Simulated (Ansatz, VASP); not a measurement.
# In2GeO3 in VASP and in Ansatz

```xyz
6
Lattice="3.5505 0.0000 0.0000 0.0000 3.5505 0.0000 0.0000 0.0000 7.8220" Properties=species:S:1:pos:R:3 pbc="T T T"
In    0.0000    1.7752    5.7218
In    1.7752    0.0000    2.1002
Ge    0.0000    0.0000    0.0000
O     0.0000    1.7752    2.9997
O     1.7752    0.0000    4.8223
O     1.7752    1.7752    0.0000
```

Change from the starting cell: species swapped into the Ti2CuSb3 type (P-4m2, No. 115).

Alike in both runs: task relaxation of cell and atoms; functional PBE; k mesh 6 × 6 × 2; occupations gaussian, width 0.1 eV; no spin polarisation.

|  | VASP | Ansatz |
| --- | --- | --- |
| version | VASP 6.6.1 | Ansatz 0.2.0 |
| potentials or method | VASP PAW PBE potentials, release 64 (In_d, Ge_d, O), cutoff 600 eV | scalar-relativistic, plane waves, PAW |
| valence electrons in the cell | 58 | 58 |

|  | VASP | Ansatz | Ansatz less VASP |
| --- | --- | --- | --- |
| gap on the k mesh at the Fermi level, each at its own relaxed structure (eV) | none | none | - |
| relaxed volume (Å³/atom) | 13.89 | 13.86 | -0.036 |
| relaxed length of the cell vector where the two differ most in proportion (Å) | 8.065 | 8.053 | -0.0126 |

A gap of «none» marks a metal or a gap that the smearing closes.

The k mesh is coarse, so the values compare programs but aren't converged. Noted on VASP's run: the volume moved by over 15 % at a fixed basis, so the end points are rough.
